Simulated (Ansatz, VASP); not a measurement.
Zr2F3: VASP beside Ansatz

```xyz
5
Lattice="2.9269 1.6899 2.3480 -2.9269 1.6899 2.3480 0.0000 -3.3797 2.3480" Properties=species:S:1:pos:R:3 pbc="T T T"
Zr    0.0000    0.0000    1.8987
Zr    0.0000    0.0000    5.1451
F    -0.7315   -2.1127    2.3480
F     2.1954    0.4228    2.3480
F    -1.4639    1.6899    2.3480
```

Change from the starting cell: species swapped into the Ni3Se2 type (R32, No. 155).

Alike in both runs: functional PBE; k mesh 6 × 6 × 6; occupations gaussian, width 0.1 eV; no spin polarisation.

Ansatz relaxed the structure, and its values are those at the end. VASP's run is a single point on that final structure, the one shown.

|  | VASP | Ansatz |
| --- | --- | --- |
| version | VASP 6.6.1 | Ansatz 0.2.0 |
| potentials or method | VASP PAW PBE potentials, release 64 (Zr_sv, F), cutoff 520 eV | scalar-relativistic, plane waves, PAW |
| valence electrons in the cell | 45 | 45 |

VASP gave:

```
gap on the k mesh at the Fermi level (eV) : none
pressure (GPa)                            : 0.0
rms of the force components (eV/Å)        : 0.005
```

**Question.** Which values does Ansatz return?

**Answer.** gap on the k mesh at the Fermi level (eV): none; pressure (GPa): 0.0; rms of the force components (eV/Å): 0.001.

A gap of «none» marks a metal or a gap that the smearing closes.
